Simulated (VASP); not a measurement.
# In2GaSbAs2 (P1) in VASP: further runs

Aim: see how the results for In2GaSbAs2 move with the level of theory and the settings. Levels: PBEsol, LDA. Tasks: single point.

Everything below comes from runs of VASP 6.6.1. Logs are shortened: lines on timing, memory, paths and dates and some standing lists are left out, and cuts for length are marked.

## Step 1: The cell of the first run

The typed cell holds 6 atoms: a = 4.323 Å, b = 4.323 Å, c = 10.536 Å, α = 90.00°, β = 90.00°, γ = 120.00°.

## Step 2: Single point, PBEsol

Input file INCAR:

```
ALGO = Normal
EDIFF = 1E-6
ENCUT = 520
GGA = PS
ISIF = 2
ISMEAR = -1
LASPH = True
LCHARG = False
LREAL = False
LWAVE = False
NBANDS = 36
NELM = 100
PREC = Accurate
SIGMA = 0.05
```

Input file KPOINTS:

```
k-points
0
Gamma
  4 4 2
```

Input file POSCAR:

```
In2GaSbAs2
1.0
    3.0566970000     -3.0566970000      0.0000000000
    0.0000000000      3.0566970000     -3.0566970000
    6.0829950000      6.0829950000      6.0829950000
In As Ga Sb
2 2 1 1
Direct
    0.9958510000      0.9945760000      0.0019770000
    0.3335650000      0.6718660000      0.3327770000
    0.9987110000      0.9988680000      0.2450610000
    0.3324100000      0.6688620000      0.5843510000
    0.6621060000      0.3277600000      0.6678530000
    0.6688600000      0.3290430000      0.9169830000
```

Potentials or basis: VASP PAW PBE potentials, release 64 (In_d, As, Ga_d, Sb).

On the command line:

```sh
cat potpaw_PBE.64/In_d/POTCAR potpaw_PBE.64/As/POTCAR potpaw_PBE.64/Ga_d/POTCAR potpaw_PBE.64/Sb/POTCAR > POTCAR
mpirun -np 1 vasp_std > vasp.out
```

OUTCAR:

```text
EDIFF = 1E-6
   ENCUT = 520
   GGA = PS
   ISIF = 2
   ISMEAR = -1
   LASPH = True
   LREAL = False
   NELM = 100
   PREC = Accurate

 ion  position               nearest neighbor table
   1  0.996  0.995  0.002-   3 2.56   6 2.63   6 2.65   6 2.67
   2  0.334  0.672  0.333-   3 2.64   4 2.65   3 2.66   3 2.68
   3  0.999  0.999  0.245-   1 2.56   2 2.64   2 2.66   2 2.68
   4  0.332  0.669  0.584-   5 2.62   2 2.65   5 2.66   5 2.66
   5  0.662  0.328  0.668-   4 2.62   6 2.62   4 2.66   4 2.66
   6  0.669  0.329  0.917-   5 2.62   1 2.63   1 2.65   1 2.67

  LATTYP: Found a hexagonal cell.
 ALAT       =     4.3228223535
 C/A-ratio  =     2.4373095956

  Lattice vectors:

 A1 = (   3.0566970000,  -3.0566970000,   0.0000000000)
 A2 = (   0.0000000000,   3.0566970000,  -3.0566970000)
 A3 = (   6.0829950000,   6.0829950000,   6.0829950000)

Analysis of symmetry for initial positions (statically):
=====================================================================
 Subroutine PRICEL returns:
 Original cell was already a primitive cell.

 Routine SETGRP: Setting up the symmetry group for a
 hexagonal supercell.

 Subroutine GETGRP returns: Found  1 space group operations
 (whereof  1 operations were pure point group operations)
 out of a pool of 24 trial point group operations.

The static configuration has the point symmetry C_1 .

Analysis of symmetry for dynamics (positions and initial velocities):
=====================================================================
 Subroutine PRICEL returns:
 Original cell was already a primitive cell.

 Routine SETGRP: Setting up the symmetry group for a
 hexagonal supercell.

 Subroutine GETGRP returns: Found  1 space group operations
 (whereof  1 operations were pure point group operations)
 out of a pool of 24 trial point group operations.

The dynamic configuration has the point symmetry C_1 .

 Subroutine INISYM returns: Found  1 space group operations
 (whereof  1 operations are pure point group operations),
 and found     1 'primitive' translations

----------------------------------------------------------------------------------------

                                     Primitive cell

  volume of cell :     170.5075

  direct lattice vectors                    reciprocal lattice vectors
     3.056697000 -3.056697000  0.000000000     0.218100344 -0.109050172 -0.109050172
     0.000000000  3.056697000 -3.056697000     0.109050172  0.109050172 -0.218100344
     6.082995000  6.082995000  6.082995000     0.054797568  0.054797568  0.054797568

  length of vectors
     4.322822353  4.322822353 10.536056402     0.267117278  0.267117278  0.094912172

  position of ions in fractional coordinates (direct lattice)
     0.995851000  0.994576000  0.001977000
     0.333565000  0.671866000  0.332777000
     0.998711000  0.998868000  0.245061000
     0.332410000  0.668862000  0.584351000
     0.662106000  0.327760000  0.667853000
     0.668860000  0.329043000  0.916983000

  ion indices of the primitive-cell ions
   primitive index   ion index
                 1           1
                 2           2
                 3           3
                 4           4
                 5           5
                 6           6

----------------------------------------------------------------------------------------

 KPOINTS: k-points

Automatic generation of k-mesh.
 Grid dimensions read from file:
 generate k-points for:    4    4    2

 Generating k-lattice:

  Cartesian coordinates                     Fractional coordinates (reciprocal lattice)
     0.054525086 -0.027262543 -0.027262543     0.250000000  0.000000000  0.000000000
     0.027262543  0.027262543 -0.054525086     0.000000000  0.250000000  0.000000000
     0.027398784  0.027398784  0.027398784     0.000000000  0.000000000  0.500000000

  Length of vectors
     0.066779319  0.066779319  0.047456086

  Shift w.r.t. Gamma in fractional coordinates (k-lattice)
     0.000000000  0.000000000  0.000000000

 Subroutine IBZKPT returns following result:
 ===========================================

 Found     20 irreducible k-points:

 Following reciprocal coordinates:
            Coordinates               Weight
  0.000000  0.000000  0.000000      1.000000
  0.250000  0.000000  0.000000      2.000000
  0.000000  0.250000  0.000000      2.000000
 -0.250000  0.250000  0.000000      2.000000
  0.500000  0.000000  0.000000      1.000000
  0.000000  0.500000  0.000000      1.000000
[... 12 lines left out ...]
 -0.250000  0.500000  0.500000      2.000000
  0.500000  0.250000  0.500000      2.000000
   k-points           NKPTS =     20   k-points in BZ     NKDIM =     20   number of bands    NBANDS=     36
   number of dos      NEDOS =    301   number of ions     NIONS =      6
   total plane-waves  NPLWV =  81920
   dimension x,y,z NGX =    32 NGY =   32 NGZ =   80
   dimension x,y,z NGXF=    64 NGYF=   64 NGZF=  160
   ions per type =               2   2   1   1
   NGX,Y,Z   is equivalent  to a cutoff of  12.31, 12.31, 12.62 a.u.
   NGXF,Y,Z  is equivalent  to a cutoff of  24.61, 24.61, 25.25 a.u.
 SYSTEM =  unknown system
   PREC   = accura    normal or accurate (medium, high low for compatibility)
   ISTART =      0    job   : 0-new  1-cont  2-samecut
   ICHARG =      2    charge: 1-file 2-atom 10-const
   ISPIN  =      1    spin polarized calculation?
   LNONCOLLINEAR =      F non collinear calculations
   LSORBIT =      F    spin-orbit coupling
   LASPH  =      T    aspherical Exc in radial PAW
   ENCUT  =  520.0 eV  38.22 Ry    6.18 a.u.   8.04  8.04 19.59*2*pi/ulx,y,z
   NELM   =    100;   NELMIN=  2; NELMDL= -5     # of ELM steps
   EDIFF  = 0.1E-05   stopping-criterion for ELM
   LREAL  =      F    real-space projection
   EDIFFG = 0.1E-04   stopping-criterion for IOM
   NSW    =      0    number of steps for IOM
   IBRION =     -1    ionic relax: 0-MD 1-quasi-New 2-CG
   NFREE  =      0    steps in history (QN), initial steepest desc. (CG)
   ISIF   =      2    stress and relaxation
   ISYM   =      2    0-nonsym 1-usesym 2-fastsym
   POTIM  = 0.5000    time-step for ionic-motion
   TEBEG  =    0.0;   TEEND  =   0.0 temperature during run
   PSTRESS=    0.0 pullay stress
   NELECT =      54.0000    total number of electrons
   NUPDOWN=      -1.0000    fix difference up-down
   EMIN   =  10.00;   EMAX   =-10.00  energy-range for DOS
   EFERMI =   0.00;   METHOD = LEGACY
   ISMEAR =    -1;   SIGMA  =   0.05  broadening in eV -4-tet -1-fermi 0-gaus
   EFERMI_NEDOS =   21; number of points for ismear=-14 and -15
   IALGO  =     38    algorithm
   IMIX   =      4    mixing-type and parameters
     AMIX     =   0.40;   BMIX     =  1.00
     AMIX_MAG =   1.60;   BMIX_MAG =  1.00
  volume/ion in A,a.u.               =      28.42       191.77
  Fermi-wavevector in a.u.,A,eV,Ry     =   1.115899  2.108743 16.942393  1.245231
  Thomas-Fermi vector in A             =   2.252508
   LORBIT       =      0    0 simple, 1 ext, 2 COOP (PROOUT), +10 PAW based schemes
   GGA     = PS    functional components
   LHFCALC =     F    Hartree Fock is set to
   AEXX    =    0.0000 exact exchange contribution
   IVDW    =     0    specifies the selected vdW correction
   LEPSILON=     F    determine dielectric tensor
   LRPA    =     F    only Hartree local field effects (RPA)
 non-spin polarized calculation
  energy-cutoff  :      520.00
  volume of cell :      170.51
 maximum number of plane-waves:      4610
   NGX = 17   NGY = 17   NGZ = 39

 number of electron      53.9999998 magnetization

 Free energy of the ion-electron system (eV)
  ---------------------------------------------------
  ext. energy  EPLUGINS =         0.00000000
  ---------------------------------------------------
  free energy    TOTEN  =       -24.39413402 eV

  energy without entropy =      -24.38898828  energy(sigma->0) =      -24.39156115

 E-fermi :   4.4571     XC(G=0):  -9.1954

 val. band max:        4.4234993542   @ k =   0.0000   0.0000   0.0000
 cond. band min:       4.4772657447   @ k =   0.0000   0.0000   0.0000
 fundamental gap:      0.0537663905
 Fermi energy:         4.4570857453

 k-point     1 :       0.0000    0.0000    0.0000
  band No.  band energies     occupation
      1     -10.4087      2.00000
      2     -10.3785      2.00000
      3     -10.3566      2.00000
      4     -10.3559      2.00000
      5     -10.3331      2.00000
      6     -10.3306      2.00000
[... 28 lines left out ...]
     35       8.6223      0.00000
     36       8.7965      0.00000

 k-point     2 :       0.2500    0.0000    0.0000
  band No.  band energies     occupation
      1     -10.4280      2.00000
      2     -10.3826      2.00000
      3     -10.3625      2.00000
      4     -10.3519      2.00000
      5     -10.3315      2.00000
      6     -10.3261      2.00000
[... 28 lines left out ...]
     35       9.3248      0.00000
     36       9.4914      0.00000

 k-point     3 :       0.0000    0.2500    0.0000
  band No.  band energies     occupation
      1     -10.4283      2.00000
      2     -10.3822      2.00000
      3     -10.3617      2.00000
      4     -10.3522      2.00000
      5     -10.3321      2.00000
      6     -10.3260      2.00000
[... 28 lines left out ...]
     35       9.3289      0.00000
     36       9.4707      0.00000

 k-point     4 :      -0.2500    0.2500    0.0000
  band No.  band energies     occupation
      1     -10.4286      2.00000
      2     -10.3814      2.00000
      3     -10.3607      2.00000
      4     -10.3525      2.00000
      5     -10.3341      2.00000
      6     -10.3271      2.00000
[... 28 lines left out ...]
     35       9.3593      0.00000
     36       9.4583      0.00000

 k-point     5 :       0.5000    0.0000    0.0000
  band No.  band energies     occupation
      1     -10.4550      2.00000
      2     -10.3898      2.00000
      3     -10.3650      2.00000
      4     -10.3493      2.00000
      5     -10.3328      2.00000
      6     -10.3256      2.00000
[... 499 lines left out ...]
 k-point    18 :       0.2500    0.2500    0.5000
  band No.  band energies     occupation
      1     -10.4469      2.00000
      2     -10.3886      2.00000
      3     -10.3591      2.00000
      4     -10.3506      2.00000
      5     -10.3352      2.00000
      6     -10.3299      2.00000
[... 28 lines left out ...]
     35       9.2829      0.00000
     36       9.4144      0.00000

 k-point    19 :      -0.2500    0.5000    0.5000
  band No.  band energies     occupation
      1     -10.4481      2.00000
      2     -10.3880      2.00000
      3     -10.3575      2.00000
      4     -10.3508      2.00000
      5     -10.3376      2.00000
      6     -10.3305      2.00000
[... 28 lines left out ...]
     35       9.3315      0.00000
     36       9.4394      0.00000

 k-point    20 :       0.5000    0.2500    0.5000
  band No.  band energies     occupation
      1     -10.4474      2.00000
      2     -10.3879      2.00000
      3     -10.3585      2.00000
      4     -10.3506      2.00000
      5     -10.3365      2.00000
      6     -10.3307      2.00000
[... 28 lines left out ...]
     35       9.2943      0.00000
     36       9.4072      0.00000

------------------------ aborting loop because EDIFF is reached ----------------------------------------

  FORCE on cell =-STRESS in cart. coord.  units (eV):
  Direction    XX          YY          ZZ          XY          YZ          ZX
  --------------------------------------------------------------------------------------
  -------------------------------------------------------------------------------------
  Total        1.3339753      1.4119222      1.3304933     -0.2030660     -0.4517990      0.1687345
  in kB       12.5347269     13.2671564     12.5020077     -1.9081140     -4.2453391      1.5855171
  external PRESSURE =      12.7679637 kB  Pullay stress =       0.0000000 kB

 VOLUME and BASIS-vectors are now :
 -----------------------------------------------------------------------------
  energy-cutoff  :      520.00
  volume of cell :      170.51
      direct lattice vectors                 reciprocal lattice vectors
     3.056697000 -3.056697000  0.000000000     0.218100344 -0.109050172 -0.109050172
     0.000000000  3.056697000 -3.056697000     0.109050172  0.109050172 -0.218100344
     6.082995000  6.082995000  6.082995000     0.054797568  0.054797568  0.054797568

 POSITION                                       TOTAL-FORCE (eV/Angst)
 -----------------------------------------------------------------------------------
      3.05604      0.00813     -3.02809         0.534764      0.180444      0.317646
      3.04389      3.05836     -0.02941        -0.024752     -0.081344      0.121409
      4.54346      1.49118     -1.56253         0.413460      0.466297      0.258913
      4.57068      4.58304      1.51010         0.332399      0.314047      0.474775
      6.08640      3.04055      3.06068        -0.473337     -0.469422     -0.614766
      7.62251      4.53929      4.57222        -0.782534     -0.410021     -0.557977
 -----------------------------------------------------------------------------------
    total drift:                               -0.001137     -0.001368     -0.002017

  FREE ENERGIE OF THE ION-ELECTRON SYSTEM (eV)
  ---------------------------------------------------
  free  energy   TOTEN  =       -24.3941340208 eV

  energy  without entropy=      -24.3889882797  energy(sigma->0) =      -24.39156115
```

It took 77 s on 1 thread of Intel Xeon Platinum 8559C (Emerald Rapids), shared host; peak memory 0.35 GiB.

What came out:

```
Free energy            : -24.3941 eV
Pressure               : 1.3 GPa
Largest force          : 1.045 eV/Å
Band gap on the k mesh : 0.05 eV
```

Forces on the atoms (eV/Å):
```
In   0.535  0.180  0.318
In  -0.025 -0.081  0.121
As   0.413  0.466  0.259
As   0.332  0.314  0.475
Ga  -0.473 -0.469 -0.615
Sb  -0.783 -0.410 -0.558
```

Caveat: semilocal functionals underestimate gaps, and a narrow one can read as zero; the PAW data sets were made with another functional, which shifts forces and pressure a little; spin-orbit coupling is left out, which moves the levels of the heavy elements. A k mesh can miss the band edges.

## Step 3: Single point, PBEsol

Input file INCAR:

```
SYSTEM = In2GaSbAs2
PREC     = Accurate       ! precision mode
ENCUT    = 520            ! plane-wave cutoff, eV
EDIFF    = 1E-6           ! SCF threshold, eV
ISMEAR   = -1             ! smearing method
SIGMA    = 0.05           ! smearing width, eV
LREAL    = .FALSE.        ! projectors in reciprocal space
LASPH    = .TRUE.         ! aspherical terms in the spheres
NELM     = 60             ! most SCF steps
ALGO     = Normal         ! electronic algorithm
ISIF     = 2              ! what is computed and relaxed
LWAVE    = .FALSE.        ! write WAVECAR
LCHARG   = .FALSE.        ! write CHGCAR
GGA      = PS             ! functional
NBANDS   = 36             ! bands
```

Input file KPOINTS:

```
Automatic mesh
0
G
  4 4 2
  0 0 0
```

POSCAR is that of step 2.

Potentials or basis: VASP PAW PBE potentials, release 64 (In_d, As, Ga_d, Sb).

On the command line:

```sh
cat potpaw_PBE.64/In_d/POTCAR potpaw_PBE.64/As/POTCAR potpaw_PBE.64/Ga_d/POTCAR potpaw_PBE.64/Sb/POTCAR > POTCAR
mpirun -np 1 vasp_std > vasp.out
```

Wall time 76 s (1 thread of Intel Xeon Platinum 8559C (Emerald Rapids), shared host); peak memory 0.35 GiB.

The run converged. Its results:

* Free energy: -24.3941 eV
* Pressure: 1.3 GPa
* Largest force: 1.045 eV/Å
* Band gap on the k mesh: 0.05 eV

Forces in eV/Å, atoms in the order of the input:
```
In   0.535  0.180  0.318
In  -0.025 -0.081  0.121
As   0.413  0.466  0.259
As   0.332  0.314  0.475
Ga  -0.473 -0.469 -0.615
Sb  -0.783 -0.410 -0.558
```

Stress tensor (GPa, compression positive):
```
 1.25 -0.19  0.16
-0.19  1.33 -0.42
 0.16 -0.42  1.25
```

Levels at points of the mesh, in eV from the valence-band top:
```csv
k point,band 24,band 25,band 26,band 27,band 28,band 29,band 30,band 31
"(0.00, 0.00, 0.00)",-0.82,-0.67,-0.13,0.00,0.05,0.66,1.34,3.28
"(0.50, 0.00, 0.00)",-2.44,-2.31,-1.53,-1.45,1.26,1.42,1.73,2.09
"(0.00, 0.50, 0.00)",-2.44,-2.30,-1.50,-1.46,1.28,1.43,1.74,2.09
"(0.50, 0.50, 0.00)",-2.45,-2.31,-1.52,-1.44,1.27,1.39,1.75,2.13
"(0.00, 0.00, 0.50)",-0.57,-0.52,-0.23,-0.16,0.31,0.90,1.61,3.61
"(0.50, 0.00, 0.50)",-2.28,-2.08,-1.13,-1.04,0.50,1.61,1.71,2.80
"(0.00, 0.50, 0.50)",-2.27,-2.06,-1.14,-1.03,0.54,1.65,1.71,2.78
"(0.50, 0.50, 0.50)",-2.26,-2.08,-1.14,-1.03,0.53,1.65,1.72,2.75
```

Caveat: semilocal functionals underestimate gaps, and a narrow one can read as zero; the PAW data sets were made with another functional, which shifts forces and pressure a little; spin-orbit coupling is left out, which moves the levels of the heavy elements. A k mesh can miss the band edges.

## Step 4: Single point, LDA

Input file INCAR:

```
ALGO     = Normal         # electronic algorithm
EDIFF    = 1E-6           # SCF threshold, eV
ENCUT    = 520            # plane-wave cutoff, eV
ISIF     = 2              # what is computed and relaxed
ISMEAR   = -1             # smearing method
LASPH    = True           # aspherical terms in the spheres
LCHARG   = False          # write CHGCAR
LREAL    = False          # projectors in reciprocal space
LWAVE    = False          # write WAVECAR
NBANDS   = 36             # bands
NELM     = 100            # most SCF steps
PREC     = Accurate       # precision mode
SIGMA    = 0.05           # smearing width, eV
```

Input file KPOINTS:

```
k-points
0
Gamma
  4 4 2
```

POSCAR is that of step 3.

Potentials or basis: VASP PAW LDA potentials, release 64 (In_d, As, Ga_d, Sb).

On the command line:

```sh
cat potpaw_LDA.64/In_d/POTCAR potpaw_LDA.64/As/POTCAR potpaw_LDA.64/Ga_d/POTCAR potpaw_LDA.64/Sb/POTCAR > POTCAR
mpirun -np 1 vasp_std > vasp.out
```

Run time: 84 s. Hardware: 1 thread of Intel Xeon Platinum 8559C (Emerald Rapids), shared host; peak memory 0.3 GiB.

It converged, with:

```yaml
Free_energy: -25.9820 eV
Pressure: -0.3 GPa
Largest_force: 1.003 eV/Å
Band_gap_on_the_k_mesh: 0.05 eV
```

Forces in eV/Å, atoms in the order of the input:
```
In   0.522  0.176  0.309
In  -0.025 -0.080  0.117
As   0.400  0.451  0.251
As   0.314  0.296  0.449
Ga  -0.456 -0.454 -0.592
Sb  -0.755 -0.389 -0.534
```

Stress tensor (GPa, compression positive):
```
-0.34 -0.22  0.12
-0.22 -0.27 -0.44
 0.12 -0.44 -0.35
```

Levels at points of the mesh, in eV from the valence-band top:
| k point | band 23 | band 24 | band 25 | band 26 | band 27 | band 28 | band 29 | band 30 | band 31 | band 32 |
| --- | --- | --- | --- | --- | --- | --- | --- | --- | --- | --- |
| (0.00, 0.00, 0.00) | -0.89 | -0.82 | -0.77 | -0.13 | 0.00 | 0.05 | 0.59 | 1.27 | 3.25 | 3.31 |
| (0.50, 0.00, 0.00) | -2.46 | -2.44 | -2.31 | -1.52 | -1.45 | 1.24 | 1.39 | 1.69 | 2.05 | 3.82 |
| (0.00, 0.50, 0.00) | -2.47 | -2.44 | -2.30 | -1.49 | -1.46 | 1.26 | 1.40 | 1.70 | 2.05 | 3.83 |
| (0.50, 0.50, 0.00) | -2.46 | -2.45 | -2.32 | -1.52 | -1.44 | 1.25 | 1.36 | 1.72 | 2.09 | 3.85 |
| (0.00, 0.00, 0.50) | -1.10 | -0.56 | -0.51 | -0.23 | -0.16 | 0.25 | 0.84 | 1.54 | 3.58 | 3.69 |
| (0.50, 0.00, 0.50) | -2.87 | -2.28 | -2.07 | -1.13 | -1.04 | 0.44 | 1.59 | 1.68 | 2.78 | 2.98 |
| (0.00, 0.50, 0.50) | -2.88 | -2.27 | -2.05 | -1.14 | -1.02 | 0.48 | 1.63 | 1.69 | 2.75 | 2.97 |
| (0.50, 0.50, 0.50) | -2.90 | -2.26 | -2.07 | -1.14 | -1.03 | 0.47 | 1.63 | 1.70 | 2.72 | 2.98 |

Caveat: semilocal functionals underestimate gaps, and a narrow one can read as zero; spin-orbit coupling is left out, which moves the levels of the heavy elements; forces of over 1 eV/Å act on the atoms, so gaps and moduli don't describe the material at rest. A k mesh can miss the band edges.

(Part 1 of 2 ends here.)
